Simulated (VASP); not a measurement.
# AgO (I-4m2) in VASP: notebook, part 2 of 2

VASP 6.6.1.

**3. Single point, PBEsol**

This run uses another cell than the first one, of the same volume but with other edges.

File INCAR:

```
  PREC = Accurate
  ENCUT = 520
  EDIFF = 1E-6
  ISMEAR = 0
  SIGMA = 0.15
  LREAL = F
  LASPH = T
  NELM = 60
  ALGO = Normal
  ISIF = 2
  LWAVE = F
  LCHARG = F
  GGA = PS
  NBANDS = 16
```

File KPOINTS:

```
regular mesh
0
Gamma
  18 18 18
```

File POSCAR:

```
AgO
1.0
    0.0000000000      2.1453921116      3.0335844458
    2.1453921116      0.0000000000      3.0335844458
    2.1453921116      2.1453921116      0.0000000000
Ag O
1 1
Direct
    0.0000000000      0.0000000000      0.0000000000
    0.7500000000      0.7500000000      0.7500000000
```

Potentials or basis: VASP PAW PBE potentials, release 64 (Ag, O).

Command:

```
cat potpaw_PBE.64/Ag/POTCAR potpaw_PBE.64/O/POTCAR > POTCAR
mpirun -np 1 vasp_std > vasp.out
```

OUTCAR:

```text
PREC = Accurate
   ENCUT = 520
   EDIFF = 1E-6
   ISMEAR = 0
   LREAL = F
   LASPH = T
   NELM = 60
   ISIF = 2
   GGA = PS

 ion  position               nearest neighbor table
   1  0.000  0.000  0.000-   2 2.15   2 2.15   2 2.15   2 2.15
   2  0.750  0.750  0.750-   1 2.15   1 2.15   1 2.15   1 2.15

  LATTYP: Found a body centered tetragonal cell.
 ALAT       =     3.0340426208
 C/A-ratio  =     1.9996979772

  Lattice vectors:

 A1 = (  -2.1453921116,   0.0000000000,   3.0335844458)
 A2 = (   2.1453921116,   0.0000000000,   3.0335844458)
 A3 = (   0.0000000000,   2.1453921116,  -3.0335844458)

Analysis of symmetry for initial positions (statically):
=====================================================================
 Subroutine PRICEL returns:
 Original cell was already a primitive cell.

 Routine SETGRP: Setting up the symmetry group for a
 body centered tetragonal supercell.

 Subroutine GETGRP returns: Found  8 space group operations
 (whereof  8 operations were pure point group operations)
 out of a pool of 16 trial point group operations.
[... 156 lines left out ...]
  ---------------------------------------------------
  ext. energy  EPLUGINS =         0.00000000
  ---------------------------------------------------
  free energy    TOTEN  =        -8.09727350 eV

  energy without entropy =       -8.06973544  energy(sigma->0) =       -8.08350447

 E-fermi :   4.5676     XC(G=0): -11.3737

 val. band max:        4.5667020617   @ k =   0.5000   0.0556   0.2222
 cond. band min:       4.5676598221   @ k =  -0.3333   0.1667   0.0556
 fundamental gap:      0.0009577604
 Fermi energy:         4.5675650648

 k-point     1 :       0.0000    0.0000    0.0000
  band No.  band energies     occupation
      1     -13.3882      2.00000
      2      -1.3575      2.00000
      3      -0.4322      2.00000
      4      -0.4322      2.00000
      5       0.6038      2.00000
      6       1.8811      2.00000
[... 433 lines left out ...]
      3      -0.7120      2.00000
      4      -0.1432      2.00000
      5       1.1765      2.00000
      6       1.5698      2.00000
[... 8 lines left out ...]
     15      23.2002      0.00000
     16      25.3361      0.00000

 [... further k-points ...]
[... 5 lines left out ...]
  --------------------------------------------------------------------------------------
  -------------------------------------------------------------------------------------
  Total        0.2824048      0.2824048     -0.1155699      0.0000000      0.0000000      0.0000000
  in kB       16.2025424     16.2025424     -6.6306444      0.0000000      0.0000000      0.0000000
  external PRESSURE =       8.5914801 kB  Pullay stress =       0.0000000 kB

 VOLUME and BASIS-vectors are now :
 -----------------------------------------------------------------------------
  energy-cutoff  :      520.00
  volume of cell :       27.93
      direct lattice vectors                 reciprocal lattice vectors
     0.000000000  2.145392112  3.033584446    -0.233057630  0.233057630  0.164821520
     2.145392112  0.000000000  3.033584446     0.233057630 -0.233057630  0.164821520
     2.145392112  2.145392112  0.000000000     0.233057630  0.233057630 -0.164821520

 POSITION                                       TOTAL-FORCE (eV/Angst)
 -----------------------------------------------------------------------------------
      0.00000      0.00000      0.00000         0.000000      0.000000     -0.000000
      3.21809      3.21809      4.55038        -0.000000     -0.000000      0.000000
 -----------------------------------------------------------------------------------
    total drift:                                0.000002      0.000002     -0.000001

  FREE ENERGIE OF THE ION-ELECTRON SYSTEM (eV)
  ---------------------------------------------------
  free  energy   TOTEN  =        -8.0972735033 eV

  energy  without entropy=       -8.0697354395  energy(sigma->0) =       -8.08350447
```

OSZICAR:

```text
N       E                     dE             d eps       ncg     rms          rms(c)
DAV:   1     0.889885222059E+02    0.88989E+02   -0.83618E+03 15528   0.979E+02
DAV:   2    -0.771377236966E+01   -0.96702E+02   -0.88434E+02 18976   0.240E+02
DAV:   3    -0.101749652418E+02   -0.24612E+01   -0.24527E+01 17688   0.403E+01
DAV:   4    -0.101847381834E+02   -0.97729E-02   -0.97727E-02 18488   0.269E+00
DAV:   5    -0.101848167521E+02   -0.78569E-04   -0.78568E-04 17928   0.240E-01    0.130E+01
DAV:   6    -0.863398484062E+01    0.15508E+01   -0.79629E+00 16792   0.386E+01    0.121E+01
DAV:   7    -0.811682417168E+01    0.51716E+00   -0.12937E+00 15704   0.161E+01    0.609E+00
DAV:   8    -0.810259327585E+01    0.14231E-01   -0.25559E-01 16320   0.412E+00    0.798E-01
DAV:   9    -0.809780770615E+01    0.47856E-02   -0.75162E-03 17928   0.827E-01    0.252E-01
DAV:  10    -0.809730352748E+01    0.50418E-03   -0.19051E-03 16560   0.395E-01    0.974E-02
DAV:  11    -0.809727527208E+01    0.28255E-04   -0.17014E-04 18360   0.115E-01    0.135E-02
DAV:  12    -0.809727352931E+01    0.17428E-05   -0.54236E-06 17008   0.299E-02    0.460E-03
DAV:  13    -0.809727350333E+01    0.25975E-07   -0.79696E-07  9976   0.802E-03
   1 F= -.80972735E+01 E0= -.80835045E+01  d E =-.275381E-01
```

Wall time 4.4 min (1 thread of Intel Xeon 8259CL, shared host); peak memory 0.33 GiB.

What came out:

| Property | Result |
| --- | --- |
| Free energy | -8.0973 eV |
| Pressure | 0.9 GPa |
| Band gap on the k mesh | zero (an odd number of electrons rules out a gap without spin polarisation) |

Levels at points of the mesh, in eV from the Fermi level:
```tsv
k point	band 7	band 8	band 9	band 10	band 11	band 12
(0.00, 0.00, 0.00)	-0.64	0.48	0.83	0.83	14.99	15.01
(0.50, 0.00, 0.00)	-2.00	-0.34	0.00	4.97	7.21	12.93
(0.50, 0.50, 0.00)	-2.63	-1.31	-1.31	5.95	6.40	14.83
(0.50, 0.00, 0.50)	-1.86	-0.77	-0.61	6.20	10.46	10.77
```

Caveat: the PAW data sets were made with another functional, which shifts forces and pressure a little; an odd number of electrons without spin polarisation forces a metal; a magnetic or distorted state may lie lower.

**4. Single point, PBEsol**

This run uses another cell than the first one, of the same volume but with other edges.

File INCAR:

```
SYSTEM = AgO
PREC = Accurate
ENCUT = 520
EDIFF = 1E-7
ISMEAR = 0
SIGMA = 0.15
LREAL = .False.
LASPH = .True.
NELM = 80
ALGO = Normal
ISIF = 2
LWAVE = .False.
LCHARG = .False.
GGA = PS
NBANDS = 16
```

File KPOINTS:

```
regular mesh
0
Gamma
  18 18 18
  0 0 0
```

File POSCAR:

```
AgO
1.0
    0.0000000000      2.5420465983      2.1607396085
    2.5420465983      0.0000000000      2.1607396085
    2.5420465983      2.5420465983      0.0000000000
Ag O
1 1
Direct
    0.0000000000      0.0000000000      0.0000000000
    0.7500000000      0.7500000000      0.7500000000
```

Command:

```
cat potpaw_PBE.64/Ag/POTCAR potpaw_PBE.64/O/POTCAR > POTCAR
mpirun -np 1 vasp_std > vasp.out
```

It took 6.5 min on 1 thread of Intel Xeon 8259CL, shared host; peak memory 0.33 GiB.

The run converged. Its results:

```yaml
Free_energy: -8.0574 eV
Pressure: 8.6 GPa
Band_gap_on_the_k_mesh: zero (an odd number of electrons rules out a gap without spin polarisation)
```

Stress tensor (GPa, compression positive):
```
9.91 0.00 0.00
0.00 9.91 0.00
0.00 0.00 5.86
```

Levels at points of the mesh, in eV from the Fermi level:
| k point | band 6 | band 7 | band 8 | band 9 | band 10 | band 11 | band 12 | band 13 |
| --- | --- | --- | --- | --- | --- | --- | --- | --- |
| (0.00, 0.00, 0.00) | -3.06 | 0.24 | 0.65 | 0.65 | 0.99 | 14.16 | 14.16 | 14.49 |
| (0.50, 0.00, 0.00) | -2.97 | -2.72 | -0.17 | 0.00 | 5.35 | 7.03 | 12.81 | 15.34 |
| (0.50, 0.50, 0.00) | -2.89 | -1.51 | -1.51 | -1.36 | 6.17 | 9.59 | 11.57 | 12.55 |
| (0.50, 0.00, 0.50) | -3.06 | -1.98 | -1.83 | -0.95 | 5.98 | 8.28 | 12.45 | 13.26 |

Caveat: the cell stands under pressure; the PAW data sets were made with another functional, which shifts forces and pressure a little; an odd number of electrons without spin polarisation forces a metal; a magnetic or distorted state may lie lower.

**5. Summary**

| cell | gap on the mesh (eV) | pressure (GPa) |
| --- | --- | --- |
| a = 3.310, b = 3.310, c = 3.823 Å, angles 54.7, 54.7, 70.5°, 2 atoms | none | 2.0 |
| a = 3.716, b = 3.716, c = 3.034 Å, angles 65.9, 65.9, 48.2°, 2 atoms | none | 0.9 |
| a = 3.336, b = 3.336, c = 3.595 Å, angles 57.4, 57.4, 65.2°, 2 atoms | none | 8.6 |

Alike in all rows: task single point; level PBEsol; potentials or basis VASP PAW PBE potentials, release 64 (Ag, O); no spin polarisation; k mesh 18 × 18 × 18; cutoff (eV) 520; smearing gaussian 0.15 eV.

Caveats: the PAW data sets were made with another functional, which shifts forces and pressure a little; an odd number of electrons without spin polarisation forces a metal; a magnetic or distorted state may lie lower; the cell stands under pressure (at least some runs).

Absolute energies hang on the potentials; compare differences alone.
